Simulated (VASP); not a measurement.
Wanted: the native input for a VASP 6.6.1 run.

* Task: single point
* Functional: PBEsol
* Potentials or basis: VASP PAW PBE potentials, release 64 (Ta_pv, N)
* Cutoff: 520 eV
* k mesh: 10 × 10 × 4
* Occupations: fermi-dirac, width 0.05 eV
* Spin: no spin polarisation
* Dipole correction: no
* Further INCAR settings: ALGO = Normal; EDIFF = 1e-06; NBANDS = 27

The structure of Ta3N lies in POSCAR:

```
Ta3N
1.0
    3.0721262478      0.0000000000      0.0000000000
   -1.5360631240      2.6605393743      0.0000000000
    0.0000000000      0.0000000000      7.6231501572
Ta N
3 1
Direct
    0.6666666667      0.3333333333      0.8260700000
    0.3333333333      0.6666666667      0.1739300000
    0.0000000000      0.0000000000      0.5000000000
    0.0000000000      0.0000000000      0.0000000000
```

The input as run:

INCAR

```
PREC     = Accurate       # precision mode
ENCUT    = 520            # plane-wave cutoff, eV
EDIFF    = 1E-6           # SCF threshold, eV
ISMEAR   = -1             # smearing method
SIGMA    = 0.05           # smearing width, eV
LREAL    = F              # projectors in reciprocal space
LASPH    = T              # aspherical terms in the spheres
NELM     = 80             # most SCF steps
ALGO     = Normal         # electronic algorithm
ISIF     = 2              # what is computed and relaxed
LWAVE    = F              # write WAVECAR
LCHARG   = F              # write CHGCAR
GGA      = PS             # functional
NBANDS   = 27             # bands
```

KPOINTS

```
Automatic mesh
0
Gamma
  10 10 4
```

Potentials or basis: VASP PAW PBE potentials, release 64 (Ta_pv, N).

Command:

```bash
$ cat potpaw_PBE.64/Ta_pv/POTCAR potpaw_PBE.64/N/POTCAR > POTCAR
$ mpirun -np 1 vasp_std > vasp.out
```

Results of the run:

| Property | Result |
| --- | --- |
| Pressure | -16.2 GPa |
| Largest force | 0.561 eV/Å |
| Band gap on the k mesh | zero (bands 19 and 20 overlap by 0.58 eV) |

Caveat: the cell stands under tension; the PAW data sets were made with another functional, which shifts forces and pressure a little; spin-orbit coupling is left out, which moves the levels of the heavy elements.

It took 120 s on 1 thread of Intel(R) Xeon(R) Platinum 8175M CPU @ 2.50GHz (Skylake/Cascade Lake), with other jobs on the host, peak memory 0.21 GiB.
